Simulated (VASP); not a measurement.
Al2Cl, 6 atoms in the cell. Symmetry: P4/nmm, No. 129, tetragonal system. The conventional cell has a = 3.069 Å, b = 3.069 Å, c = 12.795 Å, α = 90.00°, β = 90.00°, γ = 90.00°. Within 3.6 Å of Al (site symmetry 4mm) lie 4 Cl at 2.69 Å and 8 Al at 2.88 to 3.07 Å. Within 3.8 Å of Al (site symmetry 4mm) lie 13 Al at 2.87 to 3.77 Å and 1 Cl at 3.48 Å. Cl (site symmetry 4mm) has 5 Al at 2.69 to 3.48 Å and 4 Cl at 3.07 Å within 3.6 Å. 

* Program: VASP 6.6.1
* Task: single point
* Functional: PBE
* Potentials or basis: VASP PAW PBE potentials, release 64 (Al, Cl)
* Cutoff: 520 eV
* k mesh: 12 × 12 × 4
* Occupations: gaussian, width 0.1 eV
* Spin: no spin polarisation
* Dipole correction: no
* Further INCAR settings: ALGO = Normal; EDIFF = 1e-06; NBANDS = 22

Potentials or basis: VASP PAW PBE potentials, release 64 (Al, Cl).

The run is started by

```sh
$ cat potpaw_PBE.64/Al/POTCAR potpaw_PBE.64/Cl/POTCAR > POTCAR
$ mpirun -np 1 vasp_std > vasp.out
```

Hardware: 1 thread of AMD EPYC 9R45 96-Core Processor (Zen 5), on a shared host.

Estimate the wall time of this run.

Run time: 93 s on 1 thread of AMD EPYC 9R45 96-Core Processor (Zen 5), on a shared host, peak memory 0.29 GiB. Counts: scf iterations 13, k points 84.
